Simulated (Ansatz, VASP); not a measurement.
## Bi in VASP and in Ansatz

```xyz
8
Lattice="-4.1290 4.1290 4.1290 4.1290 -4.1290 4.1290 4.1290 4.1290 -4.1290" Properties=species:S:1:pos:R:3 pbc="T T T"
Bi    0.8506    0.8506    0.8506
Bi   -0.8506    3.2784    0.8506
Bi    0.8506   -0.8506    3.2784
Bi    3.2784    0.8506   -0.8506
Bi    3.2784    3.2784    3.2784
Bi    0.8506    4.9796   -0.8506
Bi   -0.8506    0.8506    4.9796
Bi    4.9796   -0.8506    0.8506
```

Alike in both runs: task single point; functional PBE; k mesh 4 × 4 × 4; occupations gaussian, width 0.1 eV; no spin polarisation.

|  | VASP | Ansatz |
| --- | --- | --- |
| version | VASP 6.6.1 | Ansatz 0.2.0 |
| potentials or method | VASP PAW PBE potentials, release 64 (Bi_d), cutoff 520 eV | scalar-relativistic, plane waves, PAW |
| valence electrons in the cell | 120 | 120 |

|  | VASP | Ansatz | Ansatz less VASP |
| --- | --- | --- | --- |
| gap on the k mesh at the Fermi level (eV) | none | none | - |
| pressure (GPa) | 9.5 | 9.6 | +0.10 |
| rms of the force components (eV/Å) | 0.253 | 0.252 | -0.0019 |

Atom by atom the forces differ by 0.002 eV/Å (rms over components). A gap of «none» marks a metal or a gap that the smearing closes. With one functional, cell and mesh, what is left measures potentials, basis and numerics.

Neither program's run includes spin-orbit coupling.
